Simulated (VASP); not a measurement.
Input of a VASP 6.6.1 run:

File INCAR:

```
ALGO = Normal
EDIFF = 1E-7
EDIFFG = -0.001
ENCUT = 500
GGA_COMPAT = F
IBRION = 2
ISIF = 3
ISMEAR = -1
LASPH = T
LCHARG = F
LREAL = F
LWAVE = F
NELM = 120
NELMIN = 4
NSW = 80
PREC = Accurate
PSTRESS = 10.0
SIGMA = 0.15
```

Contents of KPOINTS:

```
k-points
0
Gamma
  12 12 12
```

File POSCAR:

```
GaSb
1.0
    0.0000000000      3.0250672255      3.0250672255
    3.0250672255      0.0000000000      3.0250672255
    3.0250672255      3.0250672255      0.0000000000
Ga Sb
1 1
Direct
    0.0000000000      0.0000000000      0.0000000000
    0.7500000000      0.7500000000      0.7500000000
```

Potentials or basis: VASP PAW LDA potentials, release 64 (Ga_d, Sb_d_GW).

Run with:

```bash
$ cat potpaw_LDA.64/Ga_d/POTCAR potpaw_LDA.64/Sb_d_GW/POTCAR > POTCAR
$ mpirun -np 1 vasp_std > vasp.out
```

Problem. What does it give for the band gap on the k mesh?

Solution. 0.23 eV.

Problem. Estimate the relaxed cell.

Solution. a = 4.256 Å, b = 4.256 Å, c = 4.256 Å, α = 60.00°, β = 60.00°, γ = 60.00°.

The path:
```tsv
step	energy change (eV)	largest force (eV/Å)	pressure (GPa)	volume (Å³)
1	0.0000	0.0000	0.09	55.36
2	0.0059	0.0000	1.45	54.11
3	0.0029	0.0000	0.84	54.50
4	0.0036	0.0000	1.15	54.40
5	0.0032	0.0000	1.04	54.45
6	0.0031	0.0000	1.03	54.47
7	0.0030	0.0000	1.01	54.48
8	0.0029	0.0000	0.99	54.50
9	0.0029	0.0000	1.02	54.50
10	0.0029	0.0000	0.99	54.50
```

Caveat: the cell is relaxed towards a set pressure, so the run minimises the enthalpy, not the energy; semilocal functionals underestimate gaps, and a narrow one can read as zero; spin-orbit coupling is left out, which moves the levels of the heavy elements. LDA usually gives volumes a few per cent too small.
